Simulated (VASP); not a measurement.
# Ti12C13 in VASP: a series of runs

Ti12C13 is run at these levels: PBE; tasks: single point.

All numbers are computed with VASP 6.6.1; they aren't measurements. Logs are shortened: lines on timing, memory, paths and dates and some standing lists are left out, and cuts for length are marked.

**1. The cell of the first run**

The cell holds a slab with vacuum, 25 atoms: a = 6.128 Å, b = 6.128 Å, c = 19.811 Å, α = 90.00°, β = 90.00°, γ = 90.00°.

**2. Single point, PBE**

Contents of INCAR:

```
SYSTEM = Ti12C13
  PREC = Accurate
  ENCUT = 520
  EDIFF = 1E-6
  ISMEAR = 0
  SIGMA = 0.1
  LREAL = Auto
  LASPH = .True.
  NELM = 100
  ALGO = Normal
  ISIF = 2
  LWAVE = .False.
  LCHARG = .False.
  LDIPOL = .True.
  IDIPOL = 3
  DIPOL = 0.5 0.5 0.316
  GGA = PE
  NBANDS = 116
```

Contents of KPOINTS:

```
regular mesh
0
Gamma
  5 5 1
  0 0 0
```

Contents of POSCAR:

```
Ti12C13
1.0
    6.1276785486      0.0000000000      0.0000000000
    0.0000000000      6.1276785486      0.0000000000
    0.0000000000      0.0000000000     19.8111521836
Ti C
12 13
Direct
    0.2500000000      0.2500000000      0.2019064799
    0.2500000000      0.7500000000      0.2019064799
    0.7500000000      0.2500000000      0.2019064799
    0.7500000000      0.7500000000      0.2019064799
    0.0000000000      0.0000000000      0.3089759294
    0.0000000000      0.5000000000      0.3089759294
    0.5000000000      0.0000000000      0.3089759294
    0.5000000000      0.5000000000      0.3089759294
    0.2500000000      0.2500000000      0.4140601451
    0.2500000000      0.7500000000      0.4140601451
    0.7500000000      0.2500000000      0.4140601451
    0.7500000000      0.7500000000      0.4140601451
    0.0000000000      0.0000000000      0.2019064799
    0.0000000000      0.5000000000      0.2019064799
    0.5000000000      0.0000000000      0.2019064799
    0.5000000000      0.5000000000      0.2019064799
    0.2500000000      0.2500000000      0.3083897447
    0.2500000000      0.7500000000      0.3083897447
    0.7500000000      0.2500000000      0.3083897447
    0.7500000000      0.7500000000      0.3083897447
    0.0000000000      0.0000000000      0.4195188703
    0.0000000000      0.5000000000      0.4195188703
    0.5000000000      0.0000000000      0.4195188703
    0.5000000000      0.5000000000      0.4195188703
    0.0000000000      0.0833333333      0.4811289819
```

Potentials or basis: VASP PAW PBE potentials, release 64 (Ti_sv, C).

Run with:

```console
$ cat potpaw_PBE.64/Ti_sv/POTCAR potpaw_PBE.64/C/POTCAR > POTCAR
$ mpirun -np 1 vasp_std > vasp.out
```

OUTCAR:

```text
SYSTEM = Ti12C13
   PREC = Accurate
   ENCUT = 520
   EDIFF = 1E-6
   ISMEAR = 0
   LREAL = Auto
   LASPH = .True.
   NELM = 100
   ISIF = 2
   GGA = PE

 ion  position               nearest neighbor table
   1  0.250  0.250  0.202-  17 2.11  14 2.17  15 2.17  16 2.17  13 2.17
   2  0.250  0.750  0.202-  18 2.11  14 2.17  15 2.17  16 2.17  13 2.17
   3  0.750  0.250  0.202-  19 2.11  14 2.17  15 2.17  16 2.17  13 2.17
   4  0.750  0.750  0.202-  20 2.11  14 2.17  15 2.17  16 2.17  13 2.17
   5  0.000  0.000  0.309-  13 2.12  17 2.17  18 2.17  19 2.17  20 2.17  21 2.19
   6  0.000  0.500  0.309-  14 2.12  17 2.17  18 2.17  19 2.17  20 2.17  22 2.19
   7  0.500  0.000  0.309-  15 2.12  17 2.17  18 2.17  19 2.17  20 2.17  23 2.19
   8  0.500  0.500  0.309-  16 2.12  17 2.17  18 2.17  19 2.17  20 2.17  24 2.19
   9  0.250  0.250  0.414-  17 2.09  21 2.17  22 2.17  23 2.17  24 2.17  25 2.27
  10  0.250  0.750  0.414-  18 2.09  21 2.17  22 2.17  23 2.17  24 2.17
  11  0.750  0.250  0.414-  19 2.09  21 2.17  22 2.17  23 2.17  24 2.17  25 2.27
  12  0.750  0.750  0.414-  20 2.09  21 2.17  22 2.17  23 2.17  24 2.17
  13  0.000  0.000  0.202-   5 2.12   2 2.17   3 2.17   4 2.17   1 2.17
  14  0.000  0.500  0.202-   6 2.12   2 2.17   3 2.17   4 2.17   1 2.17
  15  0.500  0.000  0.202-   7 2.12   2 2.17   3 2.17   4 2.17   1 2.17
  16  0.500  0.500  0.202-   8 2.12   2 2.17   3 2.17   4 2.17   1 2.17
  17  0.250  0.250  0.308-   9 2.09   1 2.11   6 2.17   7 2.17   8 2.17   5 2.17
  18  0.250  0.750  0.308-  10 2.09   2 2.11   6 2.17   7 2.17   8 2.17   5 2.17
  19  0.750  0.250  0.308-  11 2.09   3 2.11   6 2.17   7 2.17   8 2.17   5 2.17
  20  0.750  0.750  0.308-  12 2.09   4 2.11   6 2.17   7 2.17   8 2.17   5 2.17
  21  0.000  0.000  0.420-  25 1.32  10 2.17  11 2.17  12 2.17   9 2.17   5 2.19
  22  0.000  0.500  0.420-   9 2.17  10 2.17  11 2.17  12 2.17   6 2.19
  23  0.500  0.000  0.420-   9 2.17  10 2.17  11 2.17  12 2.17   7 2.19
  24  0.500  0.500  0.420-   9 2.17  10 2.17  11 2.17  12 2.17   8 2.19
  25  0.000  0.083  0.481-  21 1.32  11 2.27   9 2.27

  LATTYP: Found a simple tetragonal cell.
 ALAT       =     6.1276785486
 C/A-ratio  =     3.2330599633

  Lattice vectors:

 A1 = (   6.1276785486,   0.0000000000,   0.0000000000)
 A2 = (   0.0000000000,   6.1276785486,   0.0000000000)
 A3 = (   0.0000000000,   0.0000000000,  19.8111521836)

Analysis of symmetry for initial positions (statically):
=====================================================================
 Subroutine PRICEL returns:
 Original cell was already a primitive cell.

 Routine SETGRP: Setting up the symmetry group for a
 simple tetragonal supercell.

 Subroutine GETGRP returns: Found  2 space group operations
 (whereof  2 operations were pure point group operations)
 out of a pool of 16 trial point group operations.

The static configuration has the point symmetry C_1h.

Analysis of symmetry for dynamics (positions and initial velocities):
=====================================================================
 Subroutine PRICEL returns:
 Original cell was already a primitive cell.

 Routine SETGRP: Setting up the symmetry group for a
 simple tetragonal supercell.

 Subroutine GETGRP returns: Found  2 space group operations
 (whereof  2 operations were pure point group operations)
 out of a pool of 16 trial point group operations.

The dynamic configuration has the point symmetry C_1h.

 Subroutine INISYM returns: Found  2 space group operations
 (whereof  2 operations are pure point group operations),
 and found     1 'primitive' translations

----------------------------------------------------------------------------------------

                                     Primitive cell

  volume of cell :     743.8779

  direct lattice vectors                    reciprocal lattice vectors
     6.127678549  0.000000000  0.000000000     0.163193939  0.000000000  0.000000000
     0.000000000  6.127678549  0.000000000     0.000000000  0.163193939  0.000000000
     0.000000000  0.000000000 19.811152184     0.000000000  0.000000000  0.050476620

  length of vectors
     6.127678549  6.127678549 19.811152184     0.163193939  0.163193939  0.050476620

  position of ions in fractional coordinates (direct lattice)
     0.250000000  0.250000000  0.201906480
     0.250000000  0.750000000  0.201906480
     0.750000000  0.250000000  0.201906480
[... 63 lines left out ...]
     0.000000000  0.032638788  0.000000000     0.000000000  0.200000000  0.000000000
     0.000000000  0.000000000  0.050476620     0.000000000  0.000000000  1.000000000

  Length of vectors
     0.032638788  0.032638788  0.050476620

  Shift w.r.t. Gamma in fractional coordinates (k-lattice)
     0.000000000  0.000000000  0.000000000

 Subroutine IBZKPT returns following result:
 ===========================================

 Found      9 irreducible k-points:

 Following reciprocal coordinates:
            Coordinates               Weight
  0.000000  0.000000  0.000000      1.000000
  0.200000  0.000000  0.000000      2.000000
  0.000000  0.200000  0.000000      2.000000
  0.400000  0.000000  0.000000      2.000000
  0.000000  0.400000  0.000000      2.000000
  0.200000  0.200000  0.000000      4.000000
  0.400000  0.200000  0.000000      4.000000
 -0.200000  0.400000  0.000000      4.000000
  0.400000  0.400000  0.000000      4.000000
   k-points           NKPTS =      9   k-points in BZ     NKDIM =      9   number of bands    NBANDS=    116
   number of dos      NEDOS =    301   number of ions     NIONS =     25
   total plane-waves  NPLWV = 345600
   dimension x,y,z NGX =    48 NGY =   48 NGZ =  150
   dimension x,y,z NGXF=    96 NGYF=   96 NGZF=  300
   ions per type =              12  13
   NGX,Y,Z   is equivalent  to a cutoff of  13.02, 13.02, 12.59 a.u.
   NGXF,Y,Z  is equivalent  to a cutoff of  26.05, 26.05, 25.17 a.u.
 SYSTEM =  Ti12C13
   PREC   = accura    normal or accurate (medium, high low for compatibility)
   ISTART =      0    job   : 0-new  1-cont  2-samecut
   ICHARG =      2    charge: 1-file 2-atom 10-const
   ISPIN  =      1    spin polarized calculation?
   LNONCOLLINEAR =      F non collinear calculations
   LSORBIT =      F    spin-orbit coupling
   LASPH  =      T    aspherical Exc in radial PAW
   ENCUT  =  520.0 eV  38.22 Ry    6.18 a.u.  11.39 11.39 36.84*2*pi/ulx,y,z
   NELM   =    100;   NELMIN=  2; NELMDL= -5     # of ELM steps
   EDIFF  = 0.1E-05   stopping-criterion for ELM
   LREAL  =      T    real-space projection
   EDIFFG = 0.1E-04   stopping-criterion for IOM
   NSW    =      0    number of steps for IOM
   IBRION =     -1    ionic relax: 0-MD 1-quasi-New 2-CG
   NFREE  =      0    steps in history (QN), initial steepest desc. (CG)
   ISIF   =      2    stress and relaxation
   ISYM   =      2    0-nonsym 1-usesym 2-fastsym
   POTIM  = 0.5000    time-step for ionic-motion
   TEBEG  =    0.0;   TEEND  =   0.0 temperature during run
   PSTRESS=    0.0 pullay stress
   NELECT =     196.0000    total number of electrons
   NUPDOWN=      -1.0000    fix difference up-down
   EMIN   =  10.00;   EMAX   =-10.00  energy-range for DOS
   EFERMI =   0.00;   METHOD = LEGACY
   ISMEAR =     0;   SIGMA  =   0.10  broadening in eV -4-tet -1-fermi 0-gaus
   EFERMI_NEDOS =   21; number of points for ismear=-14 and -15
   IALGO  =     38    algorithm
   IMIX   =      4    mixing-type and parameters
     AMIX     =   0.40;   BMIX     =  1.00
     AMIX_MAG =   1.60;   BMIX_MAG =  1.00
  volume/ion in A,a.u.               =      29.76       200.80
  Fermi-wavevector in a.u.,A,eV,Ry     =   1.049525  1.983315 14.986866  1.101504
  Thomas-Fermi vector in A             =   2.184492
   LORBIT       =      0    0 simple, 1 ext, 2 COOP (PROOUT), +10 PAW based schemes
   GGA     = PE    functional components
   LHFCALC =     F    Hartree Fock is set to
   AEXX    =    0.0000 exact exchange contribution
   IVDW    =     0    specifies the selected vdW correction
   LEPSILON=     F    determine dielectric tensor
   LRPA    =     F    only Hartree local field effects (RPA)
 non-spin polarized calculation
 Gauss-broadening in eV      SIGMA  =   0.10
  energy-cutoff  :      520.00
  volume of cell :      743.88
 maximum number of plane-waves:     20077
 NGX is ok and might be reduce to    48
   NGX = 23   NGY = 23   NGZ = 73

 dipolmoment           0.000000      0.000000     -0.142125 electrons x Angstroem

 number of electron     196.0000082 magnetization

 dipolmoment           0.000000      0.000000      0.231071 electrons x Angstroem

 Free energy of the ion-electron system (eV)
  ---------------------------------------------------
  ext. energy  EPLUGINS =         0.00000000
  ---------------------------------------------------
  free energy    TOTEN  =      -223.70977223 eV

  energy without entropy =     -223.67750164  energy(sigma->0) =     -223.69363694

 E-fermi :   0.2152     XC(G=0):  -5.1536

 val. band max:        0.1667355839   @ k =   0.0000   0.0000   0.0000
 cond. band min:       0.2255430993   @ k =   0.4000   0.4000   0.0000
 fundamental gap:      0.0588075153
 Fermi energy:         0.2152331736

 k-point     1 :       0.0000    0.0000    0.0000
  band No.  band energies     occupation
      1     -56.6300      2.00000
      2     -56.6038      2.00000
      3     -56.5339      2.00000
      4     -56.5070      2.00000
      5     -56.4218      2.00000
      6     -56.3778      2.00000
[... 1006 lines left out ...]
    109       2.2297      0.00000
    110       2.2688      0.00000
 [bands above 110 left out]

------------------------ aborting loop because EDIFF is reached ----------------------------------------

 vacuum level on the upper side and lower side of the slab       (xc-potential included)         0.536        -0.547

  FORCE on cell =-STRESS in cart. coord.  units (eV):
  Direction    XX          YY          ZZ          XY          YZ          ZX
  --------------------------------------------------------------------------------------
  -------------------------------------------------------------------------------------
  Total       -9.8234704    -10.3559756     -0.4600557      0.0000000      0.0129761      0.0000000
  in kB      -21.1579623    -22.3048814     -0.9908759      0.0000000      0.0279481      0.0000000
  external PRESSURE =     -14.8179066 kB  Pullay stress =       0.0000000 kB

 VOLUME and BASIS-vectors are now :
 -----------------------------------------------------------------------------
  energy-cutoff  :      520.00
  volume of cell :      743.88
      direct lattice vectors                 reciprocal lattice vectors
     6.127678549  0.000000000  0.000000000     0.163193939  0.000000000  0.000000000
     0.000000000  6.127678549  0.000000000     0.000000000  0.163193939  0.000000000
     0.000000000  0.000000000 19.811152184     0.000000000  0.000000000  0.050476620

 POSITION                                       TOTAL-FORCE (eV/Angst)
 -----------------------------------------------------------------------------------
      1.53192      1.53192      4.00000        -0.112641     -0.101547      1.182294
      1.53192      4.59576      4.00000        -0.042576      0.122842      1.180730
      4.59576      1.53192      4.00000         0.112641     -0.101547      1.182294
      4.59576      4.59576      4.00000         0.042576      0.122842      1.180730
      0.00000      0.00000      6.12117         0.000000      0.054915     -0.064414
      0.00000      3.06384      6.12117         0.000000     -0.090503      0.003640
[... 17 lines left out ...]
      3.06384      3.06384      8.31115         0.000000      0.202227     -0.295938
      0.00000      0.51064      9.53172         0.000000     -0.386120      0.119057
 -----------------------------------------------------------------------------------
    total drift:                                0.000000     -0.000359     -0.125213

  FREE ENERGIE OF THE ION-ELECTRON SYSTEM (eV)
  ---------------------------------------------------
  free  energy   TOTEN  =      -223.7097722299 eV

  energy  without entropy=     -223.6775016438  energy(sigma->0) =     -223.69363694

 vacuum level on the upper side and lower side of the slab         5.330         4.217
```

Run time: 2 h. Hardware: 1 thread of Intel Xeon 8259CL, shared host; peak memory 0.97 GiB.

What came out:

```
Free energy            : -223.7098 eV
Largest force          : 1.535 eV/Å
Band gap on the k mesh : zero (bands 98 and 99 overlap by 0.05 eV)
```

Forces on the atoms (eV/Å):
```
Ti  -0.113 -0.102  1.182
Ti  -0.043  0.123  1.181
Ti   0.113 -0.102  1.182
Ti   0.043  0.123  1.181
Ti   0.000  0.055 -0.064
Ti   0.000 -0.091  0.004
Ti   0.000  0.042 -0.050
Ti   0.000 -0.117  0.028
Ti   0.990  1.046  0.532
Ti   1.039 -0.797  0.231
Ti  -0.990  1.046  0.532
Ti  -1.039 -0.797  0.231
C    0.000 -0.044 -1.473
C    0.000 -0.017 -1.097
C    0.000 -0.013 -1.090
C    0.000  0.024 -1.190
C    0.027 -0.040  0.004
C   -0.022 -0.019  0.224
C   -0.027 -0.040  0.004
C    0.022 -0.019  0.224
C    0.000 -0.632 -0.842
C    0.000  0.689 -0.404
C    0.000 -0.132 -0.352
C    0.000  0.202 -0.296
C    0.000 -0.386  0.119
```

Levels at points of the mesh, in eV from the Fermi level:
```tsv
k point	band 96	band 97	band 98	band 99	band 100	band 101
(0.00, 0.00, 0.00)	-0.36	-0.07	-0.05	0.01	0.31	0.35
```

[end of part 1 of 2]

The gap in the log of VASP goes by the Fermi energy; the results here count the filled bands.